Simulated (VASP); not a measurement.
# Cd8Te7 (a cell with a defect) in VASP: single point with LDA

Aim: the single point of Cd8Te7 (a cell with a defect) with LDA.

Program: VASP 6.6.1. These are calculated values, not measurements. Logs are shortened: lines on timing, memory, paths and dates and some standing lists are left out, and cuts for length are marked.

### Step 1. The cell of the first run

The cell holds a defect, 15 atoms: a = 9.065 Å, b = 9.065 Å, c = 9.065 Å, α = 60.00°, β = 60.00°, γ = 60.00°.

### Step 2. Single point, LDA

File INCAR:

```
SYSTEM = Cd8Te7
ALGO = Normal ; EDIFF = 1E-6
ENCUT = 400 ; GGA_COMPAT = .FALSE.
ISIF = 2 ; ISMEAR = -1
ISYM = 0 ; LASPH = .TRUE.
LCHARG = .TRUE. ; LELF = .TRUE.
LREAL = .FALSE. ; LVHAR = .TRUE.
LWAVE = .FALSE. ; NBANDS = 82
NELM = 120 ; PREC = Accurate
SIGMA = 0.05
```

File KPOINTS:

```
Automatic mesh
0
Gamma
  2 2 2
  0.5 0.5 0.5
```

File POSCAR:

```
Cd8Te7
1.0
    0.0000000000      6.4100000000      6.4100000000
    6.4100000000      0.0000000000      6.4100000000
    6.4100000000      6.4100000000      0.0000000000
Cd Te
8 7
Direct
    0.0534550160      0.0534550160      0.0534550160
   -0.0140137469     -0.0140137469      0.5334329974
   -0.0140137469      0.5334329974     -0.0140137469
   -0.0005265535      0.4840532521      0.4840532521
    0.5334329974     -0.0140137469     -0.0140137469
    0.4840532521     -0.0005265535      0.4840532521
    0.4840532521      0.4840532521     -0.0005265535
    0.4990338005      0.4990338005      0.4990338005
    0.1138460931      0.1138460931      0.6488863554
    0.1138460931      0.6488863554      0.1138460931
    0.1218111175      0.6143615960      0.6143615960
    0.6488863554      0.1138460931      0.1138460931
    0.6143615960      0.1218111175      0.6143615960
    0.6143615960      0.6143615960      0.1218111175
    0.6224128781      0.6224128781      0.6224128781
```

Potentials or basis: VASP PAW LDA potentials, release 64 (Cd, Te).

The run is started by

```bash
> cat potpaw_LDA.64/Cd/POTCAR potpaw_LDA.64/Te/POTCAR > POTCAR
> mpirun -np 1 vasp_std > vasp.out
```

OUTCAR:

```text
SYSTEM = Cd8Te7
   EDIFF = 1E-6
   ENCUT = 400
   ISIF = 2
   ISMEAR = -1
   ISYM = 0
   LASPH = .TRUE.
   LREAL = .FALSE.
   NELM = 120
   PREC = Accurate

 ion  position               nearest neighbor table
   1  0.053  0.053  0.053-   9 3.21  10 3.21  12 3.21
   2  0.986  0.986  0.533-   9 2.75  11 2.77  13 2.77
   3  0.986  0.533  0.986-  10 2.75  11 2.77  14 2.77
   4  0.999  0.484  0.484-   9 2.76  10 2.76  15 2.80  11 2.83
   5  0.533  0.986  0.986-  12 2.75  13 2.77  14 2.77
   6  0.484  0.999  0.484-   9 2.76  12 2.76  15 2.80  13 2.83
   7  0.484  0.484  0.999-  10 2.76  12 2.76  15 2.80  14 2.83
   8  0.499  0.499  0.499-  15 2.74  14 2.80  11 2.80  13 2.80
   9  0.114  0.114  0.649-   2 2.75   4 2.76   6 2.76   1 3.21
  10  0.114  0.649  0.114-   3 2.75   4 2.76   7 2.76   1 3.21
  11  0.122  0.614  0.614-   2 2.77   3 2.77   8 2.80   4 2.83
  12  0.649  0.114  0.114-   5 2.75   6 2.76   7 2.76   1 3.21
  13  0.614  0.122  0.614-   2 2.77   5 2.77   8 2.80   6 2.83
  14  0.614  0.614  0.122-   3 2.77   5 2.77   8 2.80   7 2.83
  15  0.622  0.622  0.622-   8 2.74   6 2.80   7 2.80   4 2.80

IMPORTANT INFORMATION: All symmetrisations will be switched off!
NOSYMM: (Re-)initialisation of all symmetry stuff for point group C_1.

----------------------------------------------------------------------------------------

                                     Primitive cell

  volume of cell :     526.7494

  direct lattice vectors                    reciprocal lattice vectors
     0.000000000  6.410000000  6.410000000    -0.078003120  0.078003120  0.078003120
     6.410000000  0.000000000  6.410000000     0.078003120 -0.078003120  0.078003120
     6.410000000  6.410000000  0.000000000     0.078003120  0.078003120 -0.078003120

  length of vectors
     9.065108935  9.065108935  9.065108935     0.135105367  0.135105367  0.135105367

  position of ions in fractional coordinates (direct lattice)
     0.053455016  0.053455016  0.053455016
     0.985986253  0.985986253  0.533432997
     0.985986253  0.533432997  0.985986253
     0.999473446  0.484053252  0.484053252
     0.533432997  0.985986253  0.985986253
     0.484053252  0.999473446  0.484053252
     0.484053252  0.484053252  0.999473446
     0.499033801  0.499033801  0.499033801
     0.113846093  0.113846093  0.648886355
     0.113846093  0.648886355  0.113846093
     0.121811118  0.614361596  0.614361596
     0.648886355  0.113846093  0.113846093
     0.614361596  0.121811118  0.614361596
     0.614361596  0.614361596  0.121811118
     0.622412878  0.622412878  0.622412878

  ion indices of the primitive-cell ions
   primitive index   ion index
                 1           1
                 2           2
                 3           3
                 4           4
                 5           5
                 6           6
                 7           7
                 8           8
                 9           9
                10          10
                11          11
                12          12
                13          13
                14          14
                15          15

----------------------------------------------------------------------------------------

 KPOINTS: Automatic mesh

Automatic generation of k-mesh.
 Grid dimensions read from file:
 generate k-points for:    2    2    2

 Generating k-lattice:

  Cartesian coordinates                     Fractional coordinates (reciprocal lattice)
    -0.039001560  0.039001560  0.039001560     0.500000000  0.000000000  0.000000000
     0.039001560 -0.039001560  0.039001560     0.000000000  0.500000000  0.000000000
     0.039001560  0.039001560 -0.039001560     0.000000000  0.000000000  0.500000000

  Length of vectors
     0.067552684  0.067552684  0.067552684

  Shift w.r.t. Gamma in fractional coordinates (k-lattice)
     0.500000000  0.500000000  0.500000000

 Subroutine IBZKPT returns following result:
 ===========================================

 Found     16 irreducible k-points:

 Following reciprocal coordinates:
            Coordinates               Weight
  0.250000  0.250000  0.250000      2.000000
  0.250000  0.000000  0.000000      2.000000
  0.000000  0.000000 -0.250000      2.000000
  0.000000  0.250000  0.000000      2.000000
 -0.250000  0.250000  0.250000      2.000000
  0.250000 -0.250000  0.250000      2.000000
[... 8 lines left out ...]
  0.000000  0.250000  0.500000      2.000000
  0.500000  0.250000  0.000000      2.000000
   k-points           NKPTS =     16   k-points in BZ     NKDIM =     16   number of bands    NBANDS=     82
   number of dos      NEDOS =    301   number of ions     NIONS =     15
   total plane-waves  NPLWV = 216000
   dimension x,y,z NGX =    60 NGY =   60 NGZ =   60
   dimension x,y,z NGXF=   120 NGYF=  120 NGZF=  120
   ions per type =               8   7
   NGX,Y,Z   is equivalent  to a cutoff of  11.00, 11.00, 11.00 a.u.
   NGXF,Y,Z  is equivalent  to a cutoff of  22.01, 22.01, 22.01 a.u.
 SYSTEM =  Cd8Te7
   PREC   = accura    normal or accurate (medium, high low for compatibility)
   ISTART =      0    job   : 0-new  1-cont  2-samecut
   ICHARG =      2    charge: 1-file 2-atom 10-const
   ISPIN  =      1    spin polarized calculation?
   LNONCOLLINEAR =      F non collinear calculations
   LSORBIT =      F    spin-orbit coupling
   LASPH  =      T    aspherical Exc in radial PAW
   ENCUT  =  400.0 eV  29.40 Ry    5.42 a.u.  14.78 14.78 14.78*2*pi/ulx,y,z
   NELM   =    120;   NELMIN=  2; NELMDL= -5     # of ELM steps
   EDIFF  = 0.1E-05   stopping-criterion for ELM
   LREAL  =      F    real-space projection
   EDIFFG = 0.1E-04   stopping-criterion for IOM
   NSW    =      0    number of steps for IOM
   IBRION =     -1    ionic relax: 0-MD 1-quasi-New 2-CG
   NFREE  =      0    steps in history (QN), initial steepest desc. (CG)
   ISIF   =      2    stress and relaxation
   ISYM   =      0    0-nonsym 1-usesym 2-fastsym
   POTIM  = 0.5000    time-step for ionic-motion
   TEBEG  =    0.0;   TEEND  =   0.0 temperature during run
   PSTRESS=    0.0 pullay stress
   NELECT =     138.0000    total number of electrons
   NUPDOWN=      -1.0000    fix difference up-down
   EMIN   =  10.00;   EMAX   =-10.00  energy-range for DOS
   EFERMI =   0.00;   METHOD = LEGACY
   ISMEAR =    -1;   SIGMA  =   0.05  broadening in eV -4-tet -1-fermi 0-gaus
   EFERMI_NEDOS =   21; number of points for ismear=-14 and -15
   IALGO  =     38    algorithm
   IMIX   =      4    mixing-type and parameters
     AMIX     =   0.40;   BMIX     =  1.00
     AMIX_MAG =   1.60;   BMIX_MAG =  1.00
  volume/ion in A,a.u.               =      35.12       236.98
  Fermi-wavevector in a.u.,A,eV,Ry     =   1.047530  1.979545 14.929935  1.097319
  Thomas-Fermi vector in A             =   2.182414
   LORBIT       =      0    0 simple, 1 ext, 2 COOP (PROOUT), +10 PAW based schemes
   GGA     = CA    functional components
   LHFCALC =     F    Hartree Fock is set to
   AEXX    =    0.0000 exact exchange contribution
   IVDW    =     0    specifies the selected vdW correction
   LEPSILON=     F    determine dielectric tensor
   LRPA    =     F    only Hartree local field effects (RPA)
 non-spin polarized calculation
  energy-cutoff  :      400.00
  volume of cell :      526.75
 maximum number of plane-waves:      9561
   NGX = 29   NGY = 29   NGZ = 29

 number of electron     138.0000031 magnetization

 Free energy of the ion-electron system (eV)
  ---------------------------------------------------
  ext. energy  EPLUGINS =         0.00000000
  ---------------------------------------------------
  free energy    TOTEN  =       -41.56146739 eV

  energy without entropy =      -41.56145708  energy(sigma->0) =      -41.56146224

 E-fermi :   2.3615     XC(G=0):  -8.8160

 val. band max:        1.8099951976   @ k =  -0.2500   0.5000   0.5000
 cond. band min:       2.8992800918   @ k =   0.5000   0.5000   0.2500
 fundamental gap:      1.0892848942
 Fermi energy:         2.3615226002

 k-point     1 :       0.2500    0.2500    0.2500
  band No.  band energies     occupation
      1      -9.4752      2.00000
      2      -9.1833      2.00000
      3      -9.1833      2.00000
      4      -9.1482      2.00000
      5      -8.9874      2.00000
      6      -8.8444      2.00000
[... 73 lines left out ...]
     80       5.8058      0.00000
     81       5.8058      0.00000

 k-point     2 :       0.2500    0.0000    0.0000
  band No.  band energies     occupation
      1      -9.4772      2.00000
      2      -9.2247      2.00000
      3      -9.1836      2.00000
      4      -9.0805      2.00000
      5      -8.9919      2.00000
      6      -8.8664      2.00000
[... 73 lines left out ...]
     80       5.4628      0.00000
     81       5.7659      0.00000
[... 1090 lines left out ...]
     80       5.8164      0.00000
     81       5.9871      0.00000

 k-point    16 :       0.5000    0.2500    0.0000
  band No.  band energies     occupation
      1      -9.3735      2.00000
      2      -9.2763      2.00000
      3      -9.1865      2.00000
      4      -9.0817      2.00000
      5      -8.9920      2.00000
      6      -8.9237      2.00000
[... 73 lines left out ...]
     80       5.8164      0.00000
     81       5.9871      0.00000
 [bands above 81 left out]

------------------------ aborting loop because EDIFF is reached ----------------------------------------

  FORCE on cell =-STRESS in cart. coord.  units (eV):
  Direction    XX          YY          ZZ          XY          YZ          ZX
  --------------------------------------------------------------------------------------
  -------------------------------------------------------------------------------------
  Total       -4.7397898     -4.7397894     -4.7397909     -0.5615902     -0.5615893     -0.5615889
  in kB      -14.4166907    -14.4166895    -14.4166941     -1.7081500     -1.7081472     -1.7081460
  external PRESSURE =     -14.4166914 kB  Pullay stress =       0.0000000 kB

 VOLUME and BASIS-vectors are now :
 -----------------------------------------------------------------------------
  energy-cutoff  :      400.00
  volume of cell :      526.75
      direct lattice vectors                 reciprocal lattice vectors
     0.000000000  6.410000000  6.410000000    -0.078003120  0.078003120  0.078003120
     6.410000000  0.000000000  6.410000000     0.078003120 -0.078003120  0.078003120
     6.410000000  6.410000000  0.000000000     0.078003120  0.078003120 -0.078003120

 POSITION                                       TOTAL-FORCE (eV/Angst)
 -----------------------------------------------------------------------------------
      0.68529      0.68529      0.68529         0.015456      0.015456      0.015457
      9.73948      9.73948     12.64034        -0.034714     -0.034713      0.011615
      9.73948     12.64034      9.73948        -0.034715      0.011615     -0.034715
      6.20556      9.50941      9.50941        -0.035086     -0.019701     -0.019701
     12.64034      9.73948      9.73948         0.011615     -0.034713     -0.034713
      9.50941      6.20556      9.50941        -0.019699     -0.035086     -0.019701
      9.50941      9.50941      6.20556        -0.019700     -0.019701     -0.035085
      6.39761      6.39761      6.39761        -0.006428     -0.006426     -0.006428
      4.88911      4.88911      1.45951         0.049400      0.049399     -0.056260
      4.88911      1.45951      4.88911         0.049399     -0.056261      0.049399
      7.87612      4.71887      4.71887         0.006605      0.026202      0.026202
      1.45951      4.88911      4.88911        -0.056261      0.049399      0.049399
      4.71887      7.87612      4.71887         0.026202      0.006604      0.026202
      4.71887      4.71887      7.87612         0.026202      0.026202      0.006604
      7.97933      7.97933      7.97933         0.021723      0.021723      0.021723
 -----------------------------------------------------------------------------------
    total drift:                               -0.000587     -0.000584     -0.000587

  FREE ENERGIE OF THE ION-ELECTRON SYSTEM (eV)
  ---------------------------------------------------
  free  energy   TOTEN  =       -41.5614673862 eV

  energy  without entropy=      -41.5614570850  energy(sigma->0) =      -41.56146224
```

Run time: 16 min. Hardware: 1 thread of Intel Xeon Platinum 8375C at 2.90GHz (Ice Lake), shared host; peak memory 0.57 GiB.

What came out:

```yaml
Free_energy: -41.5615 eV
Pressure: -1.4 GPa
Largest_force: 0.090 eV/Å
Band_gap_on_the_k_mesh: 1.09 eV
```

Forces on the atoms (eV/Å):
```
Cd   0.015  0.015  0.015
Cd  -0.035 -0.035  0.012
Cd  -0.035  0.012 -0.035
Cd  -0.035 -0.020 -0.020
Cd   0.012 -0.035 -0.035
Cd  -0.020 -0.035 -0.020
Cd  -0.020 -0.020 -0.035
Cd  -0.006 -0.006 -0.006
Te   0.049  0.049 -0.056
Te   0.049 -0.056  0.049
Te   0.007  0.026  0.026
Te  -0.056  0.049  0.049
Te   0.026  0.007  0.026
Te   0.026  0.026  0.007
Te   0.022  0.022  0.022
```

Levels at points of the mesh, in eV from the valence-band top:
| k point | band 66 | band 67 | band 68 | band 69 | band 70 | band 71 | band 72 | band 73 |
| --- | --- | --- | --- | --- | --- | --- | --- | --- |
| (0.25, 0.25, 0.25) | -0.74 | -0.69 | -0.22 | -0.22 | 1.64 | 1.82 | 2.18 | 2.22 |

Caveat: spin-orbit coupling is left out, which moves the levels of the heavy elements.
